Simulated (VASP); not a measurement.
Write the native input for VASP 6.6.1 that does the following.

| Property | Result |
| --- | --- |
| Task | single point |
| Functional | PBE |
| Potentials or basis | VASP PAW PBE potentials, release 64 (Na_pv, Cl) |
| Cutoff | 520 eV |
| k mesh | 6 × 6 × 6 |
| Occupations | gaussian, width 0.05 eV |
| Spin | no spin polarisation |
| Dipole correction | no |
| Further INCAR settings | ALGO = Normal; EDIFF = 1e-06; NBANDS = 14 |

The structure of NaCl lies in POSCAR:

```
NaCl
1.0
    3.6772995000      0.0000000000      0.0000000000
    0.0000000000      3.6772995000      0.0000000000
    0.0000000000      0.0000000000      3.5021900000
Na Cl
1 1
Direct
    0.0000000000      0.0000000000      0.0000000000
    0.5000000000      0.5000000000      0.5000000000
```

This cell differs from its parent crystal: strain +0.050 along x and y, +0.000 along z.

One way to write it, as run:

INCAR

```
ALGO = Normal
EDIFF = 1E-6
ENCUT = 520
GGA = PE
ISIF = 2
ISMEAR = 0
LASPH = T
LCHARG = F
LREAL = F
LWAVE = F
NBANDS = 14
NELM = 80
PREC = Accurate
SIGMA = 0.05
```

KPOINTS

```
k-points
0
Gamma
  6 6 6
```

Potentials or basis: VASP PAW PBE potentials, release 64 (Na_pv, Cl).

The run is started by

```sh
$ cat potpaw_PBE.64/Na_pv/POTCAR potpaw_PBE.64/Cl/POTCAR > POTCAR
$ mpirun -np 1 vasp_std > vasp.out
```

It gave:

The pressure is -1.9 GPa and the band gap on the k mesh is 3.47 eV, indirect (least direct gap 3.82 eV).

Caveat: the cell differs from its parent crystal (strain +0.050 along x and y, +0.000 along z).

It took 8.2 s on 1 thread of Intel(R) Xeon(R) 6975P-C (Granite Rapids), on a shared host, peak memory 0.16 GiB.
